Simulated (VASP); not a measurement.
Write the native input for VASP 6.6.1 that does the following.

```
Task                               : single point
Functional                         : HSE06
Potentials or basis                : VASP PAW PBE potentials, release 64 (Li_sv, H)
Cutoff                             : 650 eV
k mesh                             : 6 × 6 × 6
Occupations                        : gaussian, width 0.01 eV
Spin                               : no spin polarisation
Dipole correction                  : no
Grid for exact exchange (PRECFOCK) : Normal
Further INCAR settings             : ALGO = Normal; EDIFF = 1e-06; NBANDS = 9
Share of exact exchange            : 0.25
Screening parameter                : 0.2079 1/Å
```

The system is LiH.

```
Li H
1.0
     0.00000    2.03675    2.03675
     2.03675    0.00000    2.03675
     2.03675    2.03675    0.00000
Li H
1 1
Direct
  0.00000 0.00000 0.00000
  0.50000 0.50000 0.50000
```

These files were run (other wordings do the same):

POSCAR

```
LiH
1.0
    0.0000000000      2.0367500000      2.0367500000
    2.0367500000      0.0000000000      2.0367500000
    2.0367500000      2.0367500000      0.0000000000
Li H
1 1
Direct
    0.0000000000      0.0000000000      0.0000000000
    0.5000000000      0.5000000000      0.5000000000
```

INCAR.step1

```
SYSTEM = LiH
ALGO = Normal ; EDIFF = 1E-5
ENCUT = 650 ; GGA = PE
GGA_COMPAT = .FALSE. ; ISIF = 2
ISMEAR = 0 ; LASPH = .TRUE.
LREAL = .FALSE. ; LWAVE = .TRUE.
NBANDS = 9 ; NELM = 120
PREC = Accurate ; SIGMA = 0.01
```

INCAR.step2

```
SYSTEM = LiH
ALGO = Normal ; EDIFF = 1E-6
ENCUT = 650 ; GGA = PE
GGA_COMPAT = .FALSE. ; HFSCREEN = 0.2079
ISIF = 2 ; ISMEAR = 0
ISTART = 1 ; LASPH = .TRUE.
LCHARG = .TRUE. ; LELF = .TRUE.
LHFCALC = .TRUE. ; LREAL = .FALSE.
LVHAR = .TRUE. ; LWAVE = .FALSE.
NBANDS = 9 ; NELM = 120
PREC = Accurate ; PRECFOCK = Normal
SIGMA = 0.01
```

KPOINTS

```
k-points
0
G
  6 6 6
  0 0 0
```

Potentials or basis: VASP PAW PBE potentials, release 64 (Li_sv, H).

Run with:

```bash
$ cat potpaw_PBE.64/Li_sv/POTCAR potpaw_PBE.64/H/POTCAR > POTCAR
$ cp INCAR.step1 INCAR
$ mpirun -np 1 vasp_std > vasp.out
$ cp INCAR.step2 INCAR
$ mpirun -np 1 vasp_std > vasp.out
```

Results of the run:

```
Pressure               : -2.4 GPa
Band gap on the k mesh : 4.00 eV
```

Caveat: the k points lie up to 0.45 Å⁻¹ apart; the PAW data sets were made with another functional, which shifts forces and pressure a little.

Wall time 110 s on 1 thread of Intel Xeon 8259CL (shared host), peak memory 0.24 GiB.
